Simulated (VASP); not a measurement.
# KF (Carobbiite) (Fm-3m) in VASP: settings compared

The runs below take KF (Carobbiite) through single point, with PBEsol, revPBE, RPBE.

All numbers are computed with VASP 6.6.1; they aren't measurements. Logs are shortened: lines on timing, memory, paths and dates and some standing lists are left out, and cuts for length are marked.

**1. The cell of the first run**

Symmetry: Fm-3m, No. 225, cubic system. The conventional cell has a = 5.344 Å, b = 5.344 Å, c = 5.344 Å, α = 90.00°, β = 90.00°, γ = 90.00°. Within 3.5 Å of K (site symmetry m-3m) lie 6 F at 2.67 Å. Within 3.5 Å of F (site symmetry m-3m) lie 6 K at 2.67 Å.

**2. Single point, PBEsol**

INCAR

```
PREC = Accurate
ENCUT = 520
EDIFF = 1E-6
ISMEAR = 0
SIGMA = 0.01
LREAL = F
LASPH = T
NELM = 100
ALGO = Normal
ISIF = 2
LWAVE = F
LCHARG = F
GGA = PS
NBANDS = 15
```

KPOINTS

```
Automatic mesh
0
Gamma
  6 6 6
```

POSCAR

```
KF
1.0
    0.0000000000      2.6718500000      2.6718500000
    2.6718500000      0.0000000000      2.6718500000
    2.6718500000      2.6718500000      0.0000000000
K F
1 1
Direct
    0.0000000000      0.0000000000      0.0000000000
    0.5000000000      0.5000000000      0.5000000000
```

Potentials or basis: VASP PAW PBE potentials, release 64 (K_sv, F).

The run is started by

```bash
cat potpaw_PBE.64/K_sv/POTCAR potpaw_PBE.64/F/POTCAR > POTCAR
mpirun -np 1 vasp_std > vasp.out
```

OUTCAR:

```text
PREC = Accurate
   ENCUT = 520
   EDIFF = 1E-6
   ISMEAR = 0
   LREAL = F
   LASPH = T
   NELM = 100
   ISIF = 2
   GGA = PS

 ion  position               nearest neighbor table
   1  0.000  0.000  0.000-   2 2.67   2 2.67   2 2.67   2 2.67   2 2.67   2 2.67
   2  0.500  0.500  0.500-   1 2.67   1 2.67   1 2.67   1 2.67   1 2.67   1 2.67

  LATTYP: Found a face centered cubic cell.
 ALAT       =     5.3437000000

  Lattice vectors:

 A1 = (   0.0000000000,   2.6718500000,   2.6718500000)
 A2 = (   2.6718500000,   0.0000000000,   2.6718500000)
 A3 = (   2.6718500000,   2.6718500000,   0.0000000000)

Analysis of symmetry for initial positions (statically):
=====================================================================
 Subroutine PRICEL returns:
 Original cell was already a primitive cell.

 Routine SETGRP: Setting up the symmetry group for a
 face centered cubic supercell.

 Subroutine GETGRP returns: Found 48 space group operations
 (whereof 48 operations were pure point group operations)
 out of a pool of 48 trial point group operations.

The static configuration has the point symmetry O_h .

Analysis of symmetry for dynamics (positions and initial velocities):
=====================================================================
 Subroutine PRICEL returns:
 Original cell was already a primitive cell.

 Routine SETGRP: Setting up the symmetry group for a
 face centered cubic supercell.

 Subroutine GETGRP returns: Found 48 space group operations
 (whereof 48 operations were pure point group operations)
 out of a pool of 48 trial point group operations.

The dynamic configuration has the point symmetry O_h .

 Subroutine INISYM returns: Found 48 space group operations
 (whereof 48 operations are pure point group operations),
 and found     1 'primitive' translations

----------------------------------------------------------------------------------------

                                     Primitive cell

  volume of cell :      38.1475

  direct lattice vectors                    reciprocal lattice vectors
     0.000000000  2.671850000  2.671850000    -0.187136254  0.187136254  0.187136254
     2.671850000  0.000000000  2.671850000     0.187136254 -0.187136254  0.187136254
     2.671850000  2.671850000  0.000000000     0.187136254  0.187136254 -0.187136254

  length of vectors
     3.778566507  3.778566507  3.778566507     0.324129500  0.324129500  0.324129500

  position of ions in fractional coordinates (direct lattice)
     0.000000000  0.000000000  0.000000000
     0.500000000  0.500000000  0.500000000

  ion indices of the primitive-cell ions
   primitive index   ion index
                 1           1
                 2           2

----------------------------------------------------------------------------------------

 KPOINTS: Automatic mesh

Automatic generation of k-mesh.
 Grid dimensions read from file:
 generate k-points for:    6    6    6

 Generating k-lattice:

  Cartesian coordinates                     Fractional coordinates (reciprocal lattice)
    -0.031189376  0.031189376  0.031189376     0.166666667  0.000000000  0.000000000
     0.031189376 -0.031189376  0.031189376     0.000000000  0.166666667  0.000000000
     0.031189376  0.031189376 -0.031189376     0.000000000  0.000000000  0.166666667

  Length of vectors
     0.054021583  0.054021583  0.054021583

  Shift w.r.t. Gamma in fractional coordinates (k-lattice)
     0.000000000  0.000000000  0.000000000

 Subroutine IBZKPT returns following result:
 ===========================================

 Found     16 irreducible k-points:

 Following reciprocal coordinates:
            Coordinates               Weight
  0.000000  0.000000  0.000000      1.000000
  0.166667  0.000000  0.000000      8.000000
  0.333333  0.000000  0.000000      8.000000
  0.500000  0.000000  0.000000      4.000000
  0.166667  0.166667  0.000000      6.000000
  0.333333  0.166667  0.000000     24.000000
[... 8 lines left out ...]
 -0.333333  0.333333  0.166667     24.000000
 -0.333333  0.500000  0.166667     12.000000
   k-points           NKPTS =     16   k-points in BZ     NKDIM =     16   number of bands    NBANDS=     15
   number of dos      NEDOS =    301   number of ions     NIONS =      2
   total plane-waves  NPLWV =  21952
   dimension x,y,z NGX =    28 NGY =   28 NGZ =   28
   dimension x,y,z NGXF=    56 NGYF=   56 NGZF=   56
   ions per type =               1   1
   NGX,Y,Z   is equivalent  to a cutoff of  12.32, 12.32, 12.32 a.u.
   NGXF,Y,Z  is equivalent  to a cutoff of  24.64, 24.64, 24.64 a.u.
 SYSTEM =  unknown system
   PREC   = accura    normal or accurate (medium, high low for compatibility)
   ISTART =      0    job   : 0-new  1-cont  2-samecut
   ICHARG =      2    charge: 1-file 2-atom 10-const
   ISPIN  =      1    spin polarized calculation?
   LNONCOLLINEAR =      F non collinear calculations
   LSORBIT =      F    spin-orbit coupling
   LASPH  =      T    aspherical Exc in radial PAW
   ENCUT  =  520.0 eV  38.22 Ry    6.18 a.u.   7.03  7.03  7.03*2*pi/ulx,y,z
   NELM   =    100;   NELMIN=  2; NELMDL= -5     # of ELM steps
   EDIFF  = 0.1E-05   stopping-criterion for ELM
   LREAL  =      F    real-space projection
   EDIFFG = 0.1E-04   stopping-criterion for IOM
   NSW    =      0    number of steps for IOM
   IBRION =     -1    ionic relax: 0-MD 1-quasi-New 2-CG
   NFREE  =      0    steps in history (QN), initial steepest desc. (CG)
   ISIF   =      2    stress and relaxation
   ISYM   =      2    0-nonsym 1-usesym 2-fastsym
   POTIM  = 0.5000    time-step for ionic-motion
   TEBEG  =    0.0;   TEEND  =   0.0 temperature during run
   PSTRESS=    0.0 pullay stress
   NELECT =      16.0000    total number of electrons
   NUPDOWN=      -1.0000    fix difference up-down
   EMIN   =  10.00;   EMAX   =-10.00  energy-range for DOS
   EFERMI =   0.00;   METHOD = LEGACY
   ISMEAR =     0;   SIGMA  =   0.01  broadening in eV -4-tet -1-fermi 0-gaus
   EFERMI_NEDOS =   21; number of points for ismear=-14 and -15
   IALGO  =     38    algorithm
   IMIX   =      4    mixing-type and parameters
     AMIX     =   0.40;   BMIX     =  1.00
     AMIX_MAG =   1.60;   BMIX_MAG =  1.00
  volume/ion in A,a.u.               =      19.07       128.72
  Fermi-wavevector in a.u.,A,eV,Ry     =   1.225442  2.315750 20.431978  1.501708
  Thomas-Fermi vector in A             =   2.360480
   LORBIT       =      0    0 simple, 1 ext, 2 COOP (PROOUT), +10 PAW based schemes
   GGA     = PS    functional components
   LHFCALC =     F    Hartree Fock is set to
   AEXX    =    0.0000 exact exchange contribution
   IVDW    =     0    specifies the selected vdW correction
   LEPSILON=     F    determine dielectric tensor
   LRPA    =     F    only Hartree local field effects (RPA)
 non-spin polarized calculation
 Gauss-broadening in eV      SIGMA  =   0.01
  energy-cutoff  :      520.00
  volume of cell :       38.15
 maximum number of plane-waves:      1034
   NGX = 13   NGY = 13   NGZ = 13

 number of electron      16.0000002 magnetization

 Free energy of the ion-electron system (eV)
  ---------------------------------------------------
  ext. energy  EPLUGINS =         0.00000000
  ---------------------------------------------------
  free energy    TOTEN  =        -8.51950980 eV

  energy without entropy =       -8.51950980  energy(sigma->0) =       -8.51950980

 E-fermi :  -2.8317     XC(G=0):  -8.6086

 val. band max:       -2.9076063072   @ k =   0.0000   0.0000   0.0000
 cond. band min:       3.1224490826   @ k =   0.0000   0.0000   0.0000
 fundamental gap:      6.0300553898
 Fermi energy:        -2.8317382507

 k-point     1 :       0.0000    0.0000    0.0000
  band No.  band energies     occupation
      1     -28.8723      2.00000
      2     -21.4353      2.00000
      3     -12.1838      2.00000
      4     -12.1838      2.00000
      5     -12.1838      2.00000
      6      -2.9076      2.00000
      7      -2.9076      2.00000
      8      -2.9076      2.00000
      9       3.1224      0.00000
     10       7.7274      0.00000
     11       7.7274      0.00000
     12       7.7274      0.00000
     13       9.4012      0.00000
     14       9.4012      0.00000
     15      13.8095      0.00000

 k-point     2 :       0.1667    0.0000    0.0000
  band No.  band energies     occupation
      1     -28.8480      2.00000
      2     -21.4584      2.00000
      3     -12.2552      2.00000
      4     -12.1933      2.00000
      5     -12.1933      2.00000
      6      -3.1472      2.00000
      7      -2.9993      2.00000
      8      -2.9993      2.00000
      9       3.8713      0.00000
     10       7.3233      0.00000
     11       8.0933      0.00000
     12       8.0933      0.00000
     13       9.6629      0.00000
     14       9.6629      0.00000
     15      15.0561      0.00000

 k-point     3 :       0.3333    0.0000    0.0000
  band No.  band energies     occupation
      1     -28.7989      2.00000
      2     -21.5045      2.00000
      3     -12.3958      2.00000
      4     -12.2119      2.00000
      5     -12.2119      2.00000
      6      -3.5465      2.00000
      7      -3.1766      2.00000
      8      -3.1766      2.00000
      9       5.4366      0.00000
     10       7.0761      0.00000
     11       8.8246      0.00000
     12       8.8246      0.00000
     13      10.5094      0.00000
     14      10.5094      0.00000
     15      14.8067      0.00000
[... 199 lines left out ...]
 k-point    15 :      -0.3333    0.3333    0.1667
  band No.  band energies     occupation
      1     -28.7557      2.00000
      2     -21.4916      2.00000
      3     -12.5461      2.00000
      4     -12.4960      2.00000
      5     -12.2678      2.00000
      6      -3.3955      2.00000
      7      -3.1411      2.00000
      8      -3.1203      2.00000
      9       6.5592      0.00000
     10       6.8878      0.00000
     11       8.4803      0.00000
     12      10.2765      0.00000
     13      10.8893      0.00000
     14      12.0347      0.00000
     15      12.5588      0.00000

 k-point    16 :      -0.3333    0.5000    0.1667
  band No.  band energies     occupation
      1     -28.7504      2.00000
      2     -21.4730      2.00000
      3     -12.6718      2.00000
      4     -12.4926      2.00000
      5     -12.3055      2.00000
      6      -3.2334      2.00000
      7      -3.1035      2.00000
      8      -3.0278      2.00000
      9       5.9368      0.00000
     10       7.6084      0.00000
     11       7.9749      0.00000
     12      10.5886      0.00000
     13      11.3704      0.00000
     14      12.0761      0.00000
     15      12.3902      0.00000

------------------------ aborting loop because EDIFF is reached ----------------------------------------

  FORCE on cell =-STRESS in cart. coord.  units (eV):
  Direction    XX          YY          ZZ          XY          YZ          ZX
  --------------------------------------------------------------------------------------
  -------------------------------------------------------------------------------------
  Total       -0.1480968     -0.1480968     -0.1480968      0.0000000      0.0000000      0.0000000
  in kB       -6.2199961     -6.2199961     -6.2199961      0.0000000      0.0000000      0.0000000
  external PRESSURE =      -6.2199961 kB  Pullay stress =       0.0000000 kB

 VOLUME and BASIS-vectors are now :
 -----------------------------------------------------------------------------
  energy-cutoff  :      520.00
  volume of cell :       38.15
      direct lattice vectors                 reciprocal lattice vectors
     0.000000000  2.671850000  2.671850000    -0.187136254  0.187136254  0.187136254
     2.671850000  0.000000000  2.671850000     0.187136254 -0.187136254  0.187136254
     2.671850000  2.671850000  0.000000000     0.187136254  0.187136254 -0.187136254

 POSITION                                       TOTAL-FORCE (eV/Angst)
 -----------------------------------------------------------------------------------
      0.00000      0.00000      0.00000        -0.000000     -0.000000     -0.000000
      2.67185      2.67185      2.67185         0.000000      0.000000      0.000000
 -----------------------------------------------------------------------------------
    total drift:                                0.000000      0.000000      0.000000

  FREE ENERGIE OF THE ION-ELECTRON SYSTEM (eV)
  ---------------------------------------------------
  free  energy   TOTEN  =        -8.5195098040 eV

  energy  without entropy=       -8.5195098040  energy(sigma->0) =       -8.51950980
```

Run time: 16 s. Hardware: 1 thread of Intel Xeon 8259CL, shared host; peak memory 0.15 GiB.

Results:

```yaml
Free_energy: -8.5195 eV
Pressure: -0.6 GPa
Band_gap_on_the_k_mesh: 6.03 eV, direct
```

Levels at points of the mesh, in eV from the valence-band top:
```csv
k point,band 5,band 6,band 7,band 8,band 9,band 10,band 11,band 12
"(0.00, 0.00, 0.00)",-9.28,0.00,0.00,0.00,6.03,10.63,10.63,10.63
"(0.50, 0.00, 0.00)",-9.31,-0.81,-0.35,-0.35,8.97,10.46,12.05,12.05
"(0.50, 0.50, 0.00)",-9.49,-0.21,-0.06,-0.06,8.10,10.23,11.66,13.60
```

Caveat: the PAW data sets were made with another functional, which shifts forces and pressure a little.

(Part 1 of 2 ends here.)
